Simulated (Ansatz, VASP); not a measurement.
# Two plane-wave programs on Sb

POSCAR

```
Sb
1.0
    4.1051830053      0.0000000000      0.0000000000
   -2.0525915027      3.5551927698      0.0000000000
    0.0000000000      0.0000000000     26.8552477996
Sb
2
Direct
    0.3333333333      0.6666666667      0.3149797942
    0.6666666667      0.3333333333      0.3749272228
```

INCAR.step1

```
SYSTEM = Sb
ALGO = Normal
DIPOL = 0.5 0.5 0.345
EDIFF = 1E-5
ENCUT = 520
GGA = PE
IDIPOL = 3
ISIF = 2
ISMEAR = 0
LASPH = .TRUE.
LCHARG = .FALSE.
LDIPOL = .TRUE.
LREAL = .FALSE.
LWAVE = .TRUE.
NBANDS = 12
NELM = 100
PREC = Accurate
SIGMA = 0.01
```

Contents of INCAR.step2:

```
SYSTEM = Sb
AEXX = 0.25
ALGO = Normal
DIPOL = 0.5 0.5 0.345
EDIFF = 1E-6
ENCUT = 520
GGA = PE
IDIPOL = 3
ISIF = 2
ISMEAR = 0
ISTART = 1
LASPH = .TRUE.
LCHARG = .FALSE.
LDIPOL = .TRUE.
LHFCALC = .TRUE.
LREAL = .FALSE.
LWAVE = .FALSE.
NBANDS = 12
NELM = 100
PREC = Accurate
PRECFOCK = Normal
SIGMA = 0.01
```

File KPOINTS:

```
k-points
0
G
  6 6 1
  0 0 0
```

Input for Ansatz:

```yaml
crystal:
  lattice:
    - [4.1051830053, 0.0, 0.0]
    - [-2.0525915027, 3.5551927698, 0.0]
    - [0.0, 0.0, 26.8552477996]
  atoms:
    - { symbol: Sb, position: [0.3333333333, 0.6666666667, 0.3149797942] }
    - { symbol: Sb, position: [0.6666666667, 0.3333333333, 0.3749272228] }
  periodic: [true, true, false]
kpoints:
  mp_grid: { grid: [6, 6, 1] }
  band_path:
    path:
      - [0.0, 0.0, 0.0]
      - [0.5, 0.0, 0.0]
      - [0.3333333333, 0.3333333333, 0.0]
      - [0.0, 0.307292, 0.0]
    npoints: 1
hamiltonian:
  xc: pbe0
scf:
  occupations: { method: fixed }
  n_extra_bands: 4
output:
  forces: true
  stress: true
  eigenvalues: true
  write_density: true
  write_potential: true
  elf: true
  volumetric_format: npy
```

Alike in both runs: task single point; functional PBE0; k mesh 6 × 6 × 1; no spin polarisation.

|  | VASP | Ansatz |
| --- | --- | --- |
| version | VASP 6.6.1 | Ansatz 0.2.0 |
| potentials or method | VASP PAW PBE potentials, release 64 (Sb) | plane waves, PAW |
| plane-wave cutoff (eV) | 520 | 420 |
| occupations | gaussian, width 0.01 eV | fixed |
| valence electrons in the cell | 10 | 30 |

|  | VASP | Ansatz | Ansatz less VASP |
| --- | --- | --- | --- |
| gap on the k mesh at the Fermi level (eV) | 2.55 | 2.48 | -0.074 |
| rms of the force components (eV/Å) | 0.143 | 0.079 | -0.0640 |

Atom by atom the forces differ by 0.064 eV/Å (rms over components). VASP's potentials hold 10 valence electrons a cell and Ansatz's 30, so a difference there can come from the potentials and not from the codes. Ansatz's warnings: stress exchange threshold loose, stress scf threshold loose.

Neither program's run includes spin-orbit coupling.
